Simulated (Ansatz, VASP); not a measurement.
# Two plane-wave programs on CdS

The input POSCAR:

```
CdS
1.0
    0.0000000000      2.7267765442      2.7267765442
    2.7905831153      0.0000000000      2.7267765442
    2.7905831153      2.7267765442      0.0000000000
Cd S
1 1
Direct
    0.0000000000      0.0000000000      0.0000000000
    0.5000000000      0.5000000000      0.5000000000
```

INCAR.step1

```
ALGO = Normal
EDIFF = 1E-4
ENCUT = 520
GGA = PE
ISMEAR = 0
LASPH = True
LCHARG = False
LREAL = False
LWAVE = True
NBANDS = 16
NELM = 100
PREC = Accurate
SIGMA = 0.01
```

INCAR.step2

```
ALGO = Normal
EDIFF = 1E-7
ENCUT = 520
ISIF = 2
ISMEAR = 0
ISTART = 1
LASPH = True
LCHARG = False
LMIXTAU = True
LREAL = False
LWAVE = False
METAGGA = R2SCAN
NBANDS = 16
NELM = 100
PREC = Accurate
SIGMA = 0.01
```

File KPOINTS:

```
k-points
0
Gamma
  8 8 8
```

Input for Ansatz:

```yaml
crystal:
  lattice:
    - [0.0, 2.7267765442, 2.7267765442]
    - [2.7905831153, 0.0, 2.7267765442]
    - [2.7905831153, 2.7267765442, 0.0]
  atoms:
    - { symbol: Cd, position: [0.0, 0.0, 0.0] }
    - { symbol: S, position: [0.5, 0.5, 0.5] }
kpoints:
  mp_grid: { grid: [8, 8, 8] }
  band_path:
    path:
      - [0.0, 0.0, 0.0]
      - [0.5, 0.0, 0.5]
      - [0.625, 0.25, 0.625]
      - [0.375, 0.375, 0.75]
      - [0.5, 0.5, 0.5]
      - [0.5, 0.25, 0.75]
    npoints: 1
hamiltonian:
  xc: r2scan
scf:
  occupations: { method: fixed }
  n_extra_bands: 4
output:
  forces: true
  stress: true
  eigenvalues: true
```

Change from the starting cell: uniaxial_x strain +2.3%.

Alike in both runs: task single point; functional r2SCAN; k mesh 8 × 8 × 8; no spin polarisation.

```csv
,VASP,Ansatz
version,VASP 6.6.1,Ansatz 0.2.0
potentials or method,"VASP PAW PBE potentials, release 64 (Cd, S)","plane waves, PAW"
plane-wave cutoff (eV),520,500
occupations,"gaussian, width 0.01 eV",fixed
valence electrons in the cell,18,26
```

Ansatz gave:

| Quantity | Value |
| --- | --- |
| gap on the k mesh at the Fermi level (eV) | 0.66 |
| pressure (GPa) | -1.7 |
| traceless stress, the component that is largest in VASP (GPa) | -1.04 |

Q: Which values does VASP return?

A: gap on the k mesh at the Fermi level (eV): 0.64; pressure (GPa): -1.3; traceless stress, the component that is largest in VASP (GPa): -1.09.

VASP's potentials were made for PBE, not for r2SCAN. VASP's potentials hold 18 valence electrons a cell and Ansatz's 26, so a difference there can come from the potentials and not from the codes.
